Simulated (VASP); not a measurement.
# NaH (Immm) in VASP: a series of runs, part 2 of 2

VASP 6.6.1. The steps go on from the part before.

### 4 Single point, r2SCAN (engineering shear strain xy -0.3000, normal strain along z +0.0525)

File POSCAR:

```
NaH
1.0
   -0.3595547457      2.3970316378      2.5228757988
    2.3970316378     -0.3595547457      2.5228757988
    2.0374768921      2.0374768921      0.0000000000
Na H
1 1
Direct
    0.0000000000      0.0000000000      0.0000000000
    0.5000000000      0.5000000000      0.5000000000
```

File INCAR.step1:

```
SYSTEM = NaH
ALGO     = Normal         ! electronic algorithm
EDIFF    = 1E-4           ! SCF threshold, eV
ENCUT    = 520            ! plane-wave cutoff, eV
GGA      = PE             ! functional
ISMEAR   = -1             ! smearing method
LASPH    = .TRUE.         ! aspherical terms in the spheres
LCHARG   = .FALSE.        ! write CHGCAR
LREAL    = .FALSE.        ! projectors in reciprocal space
LWAVE    = .TRUE.         ! write WAVECAR
NBANDS   = 11             ! bands
NELM     = 80             ! most SCF steps
PREC     = Accurate       ! precision mode
SIGMA    = 0.2            ! smearing width, eV
```

File INCAR.step2:

```
SYSTEM = NaH
ALGO     = Normal         ! electronic algorithm
EDIFF    = 1E-6           ! SCF threshold, eV
ENCUT    = 520            ! plane-wave cutoff, eV
ISIF     = 2              ! what is computed and relaxed
ISMEAR   = -1             ! smearing method
ISTART   = 1            
LASPH    = .TRUE.         ! aspherical terms in the spheres
LCHARG   = .TRUE.         ! write CHGCAR
LELF     = .TRUE.         ! ELF
LMIXTAU  = .TRUE.       
LREAL    = .FALSE.        ! projectors in reciprocal space
LVHAR    = .TRUE.       
LWAVE    = .FALSE.        ! write WAVECAR
METAGGA  = R2SCAN         ! meta-GGA
NBANDS   = 11             ! bands
NELM     = 80             ! most SCF steps
PREC     = Accurate       ! precision mode
SIGMA    = 0.2            ! smearing width, eV
```

File KPOINTS:

```
k-points
0
G
  8 8 8
  0 0 0
```

Potentials or basis: VASP PAW PBE potentials, release 64 (Na_pv, H).

On the command line:

```
> cat potpaw_PBE.64/Na_pv/POTCAR potpaw_PBE.64/H/POTCAR > POTCAR
> cp INCAR.step1 INCAR
> mpirun -np 1 vasp_std > vasp.out
> cp INCAR.step2 INCAR
> mpirun -np 1 vasp_std > vasp.out
```

OUTCAR:

```text
SYSTEM = NaH
   EDIFF = 1E-6
   ENCUT = 520
   ISIF = 2
   ISMEAR = -1
   ISTART = 1
   LASPH = .TRUE.
   LREAL = .FALSE.
   METAGGA = R2SCAN
   NELM = 80
   PREC = Accurate

 ion  position               nearest neighbor table
   1  0.000  0.000  0.000-
   2  0.500  0.500  0.500-

  LATTYP: Found a body centered orthorhombic cell.
 ALAT       =     2.8814274538
 B/A-ratio  =     1.3529411765
 C/A-ratio  =     1.7511291464

  Lattice vectors:

 A1 = (   0.3595547457,  -2.3970316378,  -2.5228757988)
 A2 = (  -0.3595547457,   2.3970316378,  -2.5228757988)
 A3 = (   2.3970316378,  -0.3595547457,   2.5228757988)

Analysis of symmetry for initial positions (statically):
=====================================================================
 Subroutine PRICEL returns:
 Original cell was already a primitive cell.

 Routine SETGRP: Setting up the symmetry group for a
 body centered orthorhombic supercell.

 Subroutine GETGRP returns: Found  8 space group operations
 (whereof  8 operations were pure point group operations)
 out of a pool of  8 trial point group operations.

[... 172 lines left out ...]
      2     -24.6158      2.00000
      3     -24.5854      2.00000
      4      -4.9435      2.00000
      5       8.8948      0.00000
      6      11.7729      0.00000
      7      12.5547      0.00000
      8      12.9598      0.00000
      9      15.9821      0.00000
     10      19.3949      0.00000
     11      19.5751      0.00000
[... 309 lines left out ...]
 k-point    24 :       0.2500    0.0000    0.1250
  band No.  band energies     occupation
      1     -24.6483      2.00000
      2     -24.6344      2.00000
      3     -24.5939      2.00000
      4      -4.0885      2.00000
      5       6.1510      0.00000
      6       9.1776      0.00000
      7      13.2363      0.00000
      8      15.6581      0.00000
      9      16.4404      0.00000
     10      17.6066      0.00000
     11      18.9089      0.00000

 [... further k-points ...]

------------------------ aborting loop because EDIFF is reached ----------------------------------------

  FORCE on cell =-STRESS in cart. coord.  units (eV):
  Direction    XX          YY          ZZ          XY          YZ          ZX
  --------------------------------------------------------------------------------------
  -------------------------------------------------------------------------------------
  Total        0.1146506      0.1146506     -0.6984596      1.4724564      0.0000000      0.0000000
  in kB        6.4818191      6.4818191    -39.4876875     83.2459037      0.0000000      0.0000000
  external PRESSURE =      -8.8413498 kB  Pullay stress =       0.0000000 kB

 VOLUME and BASIS-vectors are now :
 -----------------------------------------------------------------------------
  energy-cutoff  :      520.00
  volume of cell :       28.34
      direct lattice vectors                 reciprocal lattice vectors
    -0.359554746  2.397031638  2.522875799    -0.181383759  0.181383759  0.198186530
     2.397031638 -0.359554746  2.522875799     0.181383759 -0.181383759  0.198186530
     2.037476892  2.037476892  0.000000000     0.245401556  0.245401556 -0.198186530

 POSITION                                       TOTAL-FORCE (eV/Angst)
 -----------------------------------------------------------------------------------
      0.00000      0.00000      0.00000         0.000000      0.000000      0.000000
      2.03748      2.03748      2.52288         0.000000      0.000000     -0.000000
 -----------------------------------------------------------------------------------
    total drift:                                0.000000      0.000000     -0.000000

  FREE ENERGIE OF THE ION-ELECTRON SYSTEM (eV)
  ---------------------------------------------------
  free  energy   TOTEN  =        -7.3766091290 eV

  energy  without entropy=       -7.3764981953  energy(sigma->0) =       -7.37655366
```

Wall time 52 s (1 thread of Intel Xeon 6975P-C (Granite Rapids), shared host); peak memory 0.16 GiB.

What came out:

| Quantity | Value |
| --- | --- |
| Free energy | -7.3766 eV |
| Pressure | -0.9 GPa |
| Band gap on the k mesh | 3.02 eV (least direct gap 4.86 eV) |

Stress tensor (GPa, compression positive):
```
 0.65  8.32  0.00
 8.32  0.65  0.00
 0.00  0.00 -3.95
```

Caveat: the cell differs from its parent crystal (engineering shear strain xy -0.3000, normal strain along z +0.0525); the PAW data sets were made with another functional, which shifts forces and pressure a little.

### 5 Summary

| cell | gap on the mesh (eV) | pressure (GPa) |
| --- | --- | --- |
| a = 3.421, b = 3.421, c = 3.263 Å, angles 61.5, 61.5, 61.9°, 2 atoms | 4.12 | -0.6 |
| a = 3.454, b = 3.454, c = 3.136 Å, angles 63.0, 63.0, 63.7°, 2 atoms | 3.79 | -0.8 |
| a = 3.499, b = 3.499, c = 2.881 Å, angles 65.7, 65.7, 67.7°, 2 atoms | 3.02 | -0.9 |

Alike in all rows: task single point; level r2SCAN; potentials or basis VASP PAW PBE potentials, release 64 (Na_pv, H); no spin polarisation; k mesh 8 × 8 × 8; cutoff (eV) 520; smearing fermi-dirac 0.2 eV.

Caveats: the PAW data sets were made with another functional, which shifts forces and pressure a little.

Total energies depend on the potentials used, so only differences within one code and one set of settings carry meaning.
